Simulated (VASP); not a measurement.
Here is a VASP 6.6.1 calculation.

The input INCAR:

```
ALGO = Fast ; EDIFF = 1E-8
ENCUT = 600 ; GGA = PE
IBRION = 6 ; ISIF = 3
ISMEAR = -1 ; LASPH = T
LCHARG = F ; LREAL = F
LWAVE = F ; NELM = 60
NFREE = 2 ; NSW = 1
POTIM = 0.015 ; PREC = Accurate
SIGMA = 0.15
```

File KPOINTS:

```
k-points
0
Gamma
  20 20 20
```

POSCAR

```
Ag
1.0
    0.0000000000      2.0253378840      2.0253378840
    2.0253378840      0.0000000000      2.0253378840
    2.0253378840      2.0253378840      0.0000000000
Ag
1
Direct
    0.0000000000      0.0000000000      0.0000000000
```

Potentials or basis: VASP PAW PBE potentials, release 64 (Ag).

Run with:

```sh
$ cat potpaw_PBE.64/Ag/POTCAR > POTCAR
$ mpirun -np 1 vasp_std > vasp.out
```

Question: Estimate the elastic constants C11, C12, C44.

Answer: 155, 112, 63 GPa.

Question: What does it give for the Voigt bulk modulus?

Answer: 127 GPa.

Clamped-ion elastic tensor (GPa):
```
155 112 112   0   0   0
112 155 112   0   0   0
112 112 155   0   0   0
  0   0   0  63   0   0
  0   0   0   0  63   0
  0   0   0   0   0  63
```

Caveat: the cell is under stress, which shifts elastic constants.
